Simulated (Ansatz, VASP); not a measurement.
**PbS in VASP and in Ansatz**

Contents of INCAR:

```
SYSTEM = PbS
ALGO = Normal
EDIFF = 1E-6
ENCUT = 500
GGA = PE
GGA_COMPAT = .False.
ISIF = 2
ISMEAR = 0
LASPH = .True.
LCHARG = .True.
LELF = .True.
LREAL = .False.
LVHAR = .True.
LWAVE = .False.
NBANDS = 17
NELM = 120
PREC = Accurate
SIGMA = 0.03
```

File KPOINTS:

```
k-points
0
Gamma
  12 12 12
  0 0 0
```

POSCAR

```
PbS
1.0
    0.0000000000      2.9580735044      2.9580735044
    2.9580735044      0.0000000000      2.9580735044
    2.9580735044      2.9580735044      0.0000000000
Pb S
1 1
Direct
    0.0000000000      0.0000000000      0.0000000000
    0.5000000000      0.5000000000      0.5000000000
```

Input for Ansatz:

```yaml
crystal:
  lattice:
    - [0.0, 2.9580735044, 2.9580735044]
    - [2.9580735044, 0.0, 2.9580735044]
    - [2.9580735044, 2.9580735044, 0.0]
  atoms:
    - { symbol: Pb, position: [0.0, 0.0, 0.0] }
    - { symbol: S, position: [0.5, 0.5, 0.5] }
scf:
  occupations: { method: gaussian, width: 0.03 }
output:
  forces: true
  stress: true
  eigenvalues: true
hamiltonian:
  xc: pbe
basis:
  ecutwfc: 450
kpoints:
  mp_grid: { grid: [12, 12, 12] }
```

Alike in both runs: task single point; functional PBE; k mesh 12 × 12 × 12; occupations gaussian, width 0.03 eV; no spin polarisation.

|  | VASP | Ansatz |
| --- | --- | --- |
| version | VASP 6.6.1 | Ansatz 0.2.0 |
| potentials or method | VASP PAW PBE potentials, release 64 (Pb_d, S), cutoff 500 eV | scalar-relativistic, plane waves, PAW |
| valence electrons in the cell | 20 | 20 |

VASP gave:

| Property | Result |
| --- | --- |
| gap on the k mesh at the Fermi level (eV) | 0.33 |
| least direct gap on the mesh (eV) | 0.33 |
| pressure (GPa) | 2.6 |

Question: Estimate Ansatz's values.

Answer: gap on the k mesh at the Fermi level (eV): 0.33; least direct gap on the mesh (eV): 0.33; pressure (GPa): 2.7.

With one functional, cell and mesh, what is left measures potentials, basis and numerics.

Neither program's run includes spin-orbit coupling.
